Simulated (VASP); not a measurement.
# YbSe2 (Imma) in VASP: single point with PBE

Aim: the single point of YbSe2 with PBE.

Everything below comes from runs of VASP 6.6.1. Logs are shortened: lines on timing, memory, paths and dates and some standing lists are left out, and cuts for length are marked.

### 1 The cell of the first run

The structure is orthorhombic, space group Imma (No. 74). Conventional cell: a = 4.935 Å, b = 7.631 Å, c = 8.661 Å, α = 90.00°, β = 90.00°, γ = 90.00°. Yb (site symmetry mm2) has 12 Se at 3.39 to 3.60 Å and 4 Yb at 3.88 to 4.40 Å within 4.5 Å. Within 3.7 Å of Se (site symmetry m) lie 4 Se at 2.83 to 3.08 Å and 6 Yb at 3.39 to 3.60 Å.

### 2 Single point, PBE

POSCAR

```
YbSe2
1.0
   -2.4674197800      3.8156906600      4.3305519100
    4.9348395600      0.0000000000      0.0000000000
    2.4674197800      3.8156906600     -4.3305519100
Yb Se
2 4
Direct
    0.7900000000      0.5400000000      0.7100000000
    0.2100000000      0.4600000000      0.2900000000
    0.2300000000      0.1700000000      0.8900000000
    0.6100000000      0.1700000000      0.2700000000
    0.7700000000      0.8300000000      0.1100000000
    0.3900000000      0.8300000000      0.7300000000
```

INCAR.step1

```
  ALGO = Normal
  EDIFF = 1E-6
  ENCUT = 520
  GGA = PE
  ISIF = 2
  ISMEAR = 0
  LASPH = T
  LCHARG = T
  LMAXMIX = 6
  LREAL = F
  LWAVE = F
  NBANDS = 45
  NELM = 100
  PREC = Accurate
  SIGMA = 0.0126
```

KPOINTS.step1

```
k-points
0
Gamma
  4 4 4
```

INCAR.step2

```
  ALGO = Normal
  EDIFF = 1E-6
  ENCUT = 520
  GGA = PE
  ICHARG = 11
  ISIF = 2
  ISMEAR = -5
  LASPH = T
  LCHARG = F
  LMAXMIX = 6
  LORBIT = 11
  LREAL = F
  LWAVE = F
  NEDOS = 2001
  NELM = 100
  PREC = Accurate
  SIGMA = 0.0126
```

KPOINTS.step2

```
k-points
0
Gamma
  6 6 6
```

Potentials or basis: VASP PAW PBE potentials, release 64 (Yb, Se).

Started as:

```sh
cat potpaw_PBE.64/Yb/POTCAR potpaw_PBE.64/Se/POTCAR > POTCAR
cp INCAR.step1 INCAR
cp KPOINTS.step1 KPOINTS
mpirun -np 1 vasp_std > vasp.out
cp INCAR.step2 INCAR
cp KPOINTS.step2 KPOINTS
mpirun -np 1 vasp_std > vasp.out
```

OUTCAR:

```text
EDIFF = 1E-6
   ENCUT = 520
   GGA = PE
   ICHARG = 11
   ISIF = 2
   ISMEAR = -5
   LASPH = T
   LORBIT = 11
   LREAL = F
   NELM = 100
   PREC = Accurate

 ion  position               nearest neighbor table
   1  0.790  0.540  0.710-
   2  0.210  0.460  0.290-
   3  0.230  0.170  0.890-
   4  0.610  0.170  0.270-
   5  0.770  0.830  0.110-
   6  0.390  0.830  0.730-

  LATTYP: Found a body centered orthorhombic cell.
 ALAT       =     4.9348395600
 B/A-ratio  =     1.5464294689
 C/A-ratio  =     1.7550932943

  Lattice vectors:

 A1 = (  -2.4674197800,   3.8156906600,   4.3305519100)
 A2 = (   2.4674197800,  -3.8156906600,   4.3305519100)
 A3 = (   2.4674197800,   3.8156906600,  -4.3305519100)

Analysis of symmetry for initial positions (statically):
=====================================================================
 Subroutine PRICEL returns:
 Original cell was already a primitive cell.

 Routine SETGRP: Setting up the symmetry group for a
 body centered orthorhombic supercell.

 Subroutine GETGRP returns: Found  8 space group operations
 (whereof  4 operations were pure point group operations)
 out of a pool of  8 trial point group operations.

The static configuration has the point symmetry C_2h.
 The point group associated with its full space group is D_2h.

Analysis of symmetry for dynamics (positions and initial velocities):
=====================================================================
 Subroutine PRICEL returns:
 Original cell was already a primitive cell.

 Routine SETGRP: Setting up the symmetry group for a
 body centered orthorhombic supercell.

 Subroutine GETGRP returns: Found  8 space group operations
 (whereof  4 operations were pure point group operations)
 out of a pool of  8 trial point group operations.

The dynamic configuration has the point symmetry C_2h.
 The point group associated with its full space group is D_2h.

 Subroutine INISYM returns: Found  8 space group operations
 (whereof  4 operations are pure point group operations),
 and found     1 'primitive' translations

----------------------------------------------------------------------------------------

                                     Primitive cell

  volume of cell :     163.0870

  direct lattice vectors                    reciprocal lattice vectors
    -2.467419780  3.815690660  4.330551910     0.000000000  0.131037876  0.115458725
     4.934839560  0.000000000  0.000000000     0.202640833  0.000000000  0.115458725
     2.467419780  3.815690660 -4.330551910     0.000000000  0.131037876 -0.115458725

  length of vectors
     6.277048305  4.934839560  6.277048305     0.174647193  0.233225265  0.174647193

  position of ions in fractional coordinates (direct lattice)
     0.790000000  0.540000000  0.710000000
     0.210000000  0.460000000  0.290000000
     0.230000000  0.170000000  0.890000000
     0.610000000  0.170000000  0.270000000
     0.770000000  0.830000000  0.110000000
     0.390000000  0.830000000  0.730000000

  ion indices of the primitive-cell ions
   primitive index   ion index
                 1           1
                 2           2
                 3           3
                 4           4
                 5           5
                 6           6

----------------------------------------------------------------------------------------

 KPOINTS: k-points

Automatic generation of k-mesh.
 Grid dimensions read from file:
 generate k-points for:    6    6    6

 Generating k-lattice:

  Cartesian coordinates                     Fractional coordinates (reciprocal lattice)
     0.000000000  0.021839646  0.019243121     0.166666667  0.000000000 -0.000000000
     0.033773472  0.000000000  0.019243121     0.000000000  0.166666667 -0.000000000
     0.000000000  0.021839646 -0.019243121    -0.000000000  0.000000000  0.166666667

  Length of vectors
     0.029107866  0.038870878  0.029107866

  Shift w.r.t. Gamma in fractional coordinates (k-lattice)
     0.000000000  0.000000000  0.000000000

 TETIRR: Found    179 inequivalent tetrahedra from     1296

 Subroutine IBZKPT returns following result:
 ===========================================

 Found     46 irreducible k-points:

 Following reciprocal coordinates:
            Coordinates               Weight
  0.000000  0.000000  0.000000      1.000000
  0.166667  0.000000  0.000000      4.000000
  0.333333  0.000000  0.000000      4.000000
  0.500000  0.000000  0.000000      2.000000
 -0.000000  0.166667  0.000000      4.000000
  0.166667  0.166667  0.000000      8.000000
[... 16 lines left out ...]
  0.500000  0.000000  0.166667      4.000000
 -0.333333  0.000000  0.166667      4.000000
 [... further k-points ...]
   k-points           NKPTS =     46   k-points in BZ     NKDIM =     46   number of bands    NBANDS=     43
   number of dos      NEDOS =   2001   number of ions     NIONS =      6
   total plane-waves  NPLWV =  92160
   dimension x,y,z NGX =    48 NGY =   40 NGZ =   48
   dimension x,y,z NGXF=    96 NGYF=   80 NGZF=   96
   ions per type =               2   4
   NGX,Y,Z   is equivalent  to a cutoff of  12.71, 13.48, 12.71 a.u.
   NGXF,Y,Z  is equivalent  to a cutoff of  25.43, 26.95, 25.43 a.u.
 SYSTEM =  unknown system
   PREC   = accura    normal or accurate (medium, high low for compatibility)
   ISTART =      0    job   : 0-new  1-cont  2-samecut
   ICHARG =     11    charge: 1-file 2-atom 10-const
   ISPIN  =      1    spin polarized calculation?
   LNONCOLLINEAR =      F non collinear calculations
   LSORBIT =      F    spin-orbit coupling
   LASPH  =      T    aspherical Exc in radial PAW
   ENCUT  =  520.0 eV  38.22 Ry    6.18 a.u.  11.67  9.18 11.67*2*pi/ulx,y,z
   NELM   =    100;   NELMIN=  2; NELMDL=  0     # of ELM steps
   EDIFF  = 0.1E-05   stopping-criterion for ELM
   LREAL  =      F    real-space projection
   EDIFFG = 0.1E-04   stopping-criterion for IOM
   NSW    =      0    number of steps for IOM
   IBRION =     -1    ionic relax: 0-MD 1-quasi-New 2-CG
   NFREE  =      0    steps in history (QN), initial steepest desc. (CG)
   ISIF   =      2    stress and relaxation
   ISYM   =      2    0-nonsym 1-usesym 2-fastsym
   POTIM  = 0.5000    time-step for ionic-motion
   TEBEG  =    0.0;   TEEND  =   0.0 temperature during run
   PSTRESS=    0.0 pullay stress
   NELECT =      72.0000    total number of electrons
   NUPDOWN=      -1.0000    fix difference up-down
   EMIN   =  10.00;   EMAX   =-10.00  energy-range for DOS
   EFERMI =   0.00;   METHOD = LEGACY
   ISMEAR =    -5;   SIGMA  =   0.01  broadening in eV -4-tet -1-fermi 0-gaus
   EFERMI_NEDOS =   21; number of points for ismear=-14 and -15
   IALGO  =     38    algorithm
   IMIX   =      4    mixing-type and parameters
     AMIX     =   0.40;   BMIX     =  1.00
     AMIX_MAG =   1.60;   BMIX_MAG =  1.00
  volume/ion in A,a.u.               =      27.18       183.43
  Fermi-wavevector in a.u.,A,eV,Ry     =   1.246558  2.355653 21.142189  1.553907
  Thomas-Fermi vector in A             =   2.380730
   LORBIT       =     11    0 simple, 1 ext, 2 COOP (PROOUT), +10 PAW based schemes
   GGA     = PE    functional components
   LHFCALC =     F    Hartree Fock is set to
   AEXX    =    0.0000 exact exchange contribution
   IVDW    =     0    specifies the selected vdW correction
   LEPSILON=     F    determine dielectric tensor
   LRPA    =     F    only Hartree local field effects (RPA)
 non-spin polarized calculation
 Fermi weights with tetrahedron method with Bloechl corrections
  energy-cutoff  :      520.00
  volume of cell :      163.09
 maximum number of plane-waves:      4419

 number of electron      72.0000014 magnetization

 Free energy of the ion-electron system (eV)
  ---------------------------------------------------
  ext. energy  EPLUGINS =         0.00000000
  ---------------------------------------------------
  free energy    TOTEN  =       -24.64685764 eV

  energy without entropy =      -24.64685764  energy(sigma->0) =      -24.64685764

 E-fermi :   3.2878     XC(G=0):  -9.6321

 val. band max:        3.3233349079   @ k =  -0.1667  -0.3333   0.1667
 cond. band min:       3.1351931178   @ k =  -0.3333   0.0000   0.3333
 fundamental gap:     -0.1881417902
 Fermi energy:         3.2878386661

 k-point     1 :       0.0000    0.0000    0.0000
  band No.  band energies     occupation
      1     -48.6629      2.00000
      2     -48.6597      2.00000
      3     -21.0865      2.00000
      4     -21.0129      2.00000
      5     -21.0124      2.00000
      6     -21.0079      2.00000
[... 35 lines left out ...]
     42       6.7849      0.00000
     43       6.9657      0.00000

 k-point     2 :       0.1667    0.0000    0.0000
  band No.  band energies     occupation
      1     -48.6626      2.00000
      2     -48.6599      2.00000
      3     -21.0802      2.00000
      4     -21.0148      2.00000
      5     -21.0127      2.00000
      6     -21.0076      2.00000
[... 35 lines left out ...]
     42       6.6156      0.00000
     43       7.2107      0.00000

 k-point     3 :       0.3333    0.0000    0.0000
  band No.  band energies     occupation
      1     -48.6621      2.00000
      2     -48.6605      2.00000
      3     -21.0632      2.00000
      4     -21.0214      2.00000
      5     -21.0133      2.00000
      6     -21.0072      2.00000
[... 919 lines left out ...]
      6     -21.0121      2.00000
[... 35 lines left out ...]
     42       6.1550      0.00000
     43       6.7785      0.00000

 k-point    24 :      -0.3333    0.0000    0.1667
  band No.  band energies     occupation
      1     -48.6625      2.00000
      2     -48.6601      2.00000
      3     -21.0828      2.00000
      4     -21.0168      2.00000
      5     -21.0163      2.00000
      6     -21.0043      2.00000
[... 35 lines left out ...]
     42       6.3202      0.00000
     43       6.6796      0.00000

 [... further k-points ...]

------------------------ aborting loop because EDIFF is reached ----------------------------------------

  FORCE on cell =-STRESS in cart. coord.  units (eV):
  Direction    XX          YY          ZZ          XY          YZ          ZX
  --------------------------------------------------------------------------------------
  -------------------------------------------------------------------------------------
  Total       -9.0685045     -8.2309809    -11.4371686      0.0000000      0.0000000      0.0000000
  in kB      -89.0895595    -80.8616751   -112.3594654      0.0000000      0.0000000      0.0000000
  external PRESSURE =     -94.1035667 kB  Pullay stress =       0.0000000 kB

 VOLUME and BASIS-vectors are now :
 -----------------------------------------------------------------------------
  energy-cutoff  :      520.00
  volume of cell :      163.09
      direct lattice vectors                 reciprocal lattice vectors
    -2.467419780  3.815690660  4.330551910     0.000000000  0.131037876  0.115458725
     4.934839560  0.000000000  0.000000000     0.202640833  0.000000000  0.115458725
     2.467419780  3.815690660 -4.330551910     0.000000000  0.131037876 -0.115458725

 POSITION                                       TOTAL-FORCE (eV/Angst)
 -----------------------------------------------------------------------------------
      2.46742      5.72354      0.34644         0.000000      0.000000     -0.127527
      2.46742      1.90785     -0.34644         0.000000      0.000000      0.127527
      2.46742      4.27357     -2.85816         0.000000     -1.047905     -0.113698
      0.00000      3.35781      1.47239        -0.000000      1.047905     -0.113698
      2.46742      3.35781      2.85816        -0.000000      1.047905      0.113698
      4.93484      4.27357     -1.47239        -0.000000     -1.047905      0.113698
 -----------------------------------------------------------------------------------
    total drift:                               -0.000000     -0.000000      0.000000

  FREE ENERGIE OF THE ION-ELECTRON SYSTEM (eV)
  ---------------------------------------------------
  free  energy   TOTEN  =       -24.6468576411 eV

  energy  without entropy=      -24.6468576411  energy(sigma->0) =      -24.64685764

 total charge

# of ion       s       p       d       f       tot
--------------------------------------------------
    1        2.094   5.958   0.218  13.679  21.949
    2        2.094   5.958   0.218  13.679  21.949
    3        1.516   2.163   0.038   0.000   3.716
    4        1.516   2.163   0.038   0.000   3.716
    5        1.516   2.163   0.038   0.000   3.716
    6        1.516   2.163   0.038   0.000   3.716
--------------------------------------------------
tot         10.250  20.566   0.587  27.358  58.762
```

Run time: 21 min. Hardware: 1 thread of Intel Xeon Platinum 8259CL at 2.50GHz (Skylake/Cascade Lake), shared host; peak memory 0.47 GiB.

What came out:

```
Valence electrons inside the program's atomic spheres : Yb 21.95; Se 3.72
```

Levels at points of the mesh, in eV from the Fermi level:
| k point | band 33 | band 34 | band 35 | band 36 | band 37 | band 38 | band 39 | band 40 |
| --- | --- | --- | --- | --- | --- | --- | --- | --- |
| (0.00, 0.00, 0.00) | -0.32 | -0.31 | -0.30 | -0.01 | 0.18 | 1.10 | 1.12 | 1.50 |
| (0.50, 0.00, 0.00) | -0.33 | -0.32 | -0.31 | -0.31 | 0.13 | 0.28 | 2.08 | 2.51 |
| (0.00, 0.50, 0.00) | -0.32 | -0.24 | -0.23 | -0.11 | 0.44 | 1.23 | 1.36 | 1.75 |
| (0.50, 0.50, 0.00) | -0.33 | -0.33 | -0.32 | -0.32 | 1.11 | 1.11 | 2.33 | 2.33 |
| (0.50, 0.00, 0.50) | -0.33 | -0.32 | -0.32 | -0.29 | 0.08 | 0.62 | 1.54 | 2.07 |

Caveat: the k points lie up to 0.37 Å⁻¹ apart; spin-orbit coupling is left out, which moves the levels of the heavy elements; tetrahedron occupations give inexact forces and stress in metals. Spin polarisation is off, so any magnetic state and its effect on volume and gap are missing.
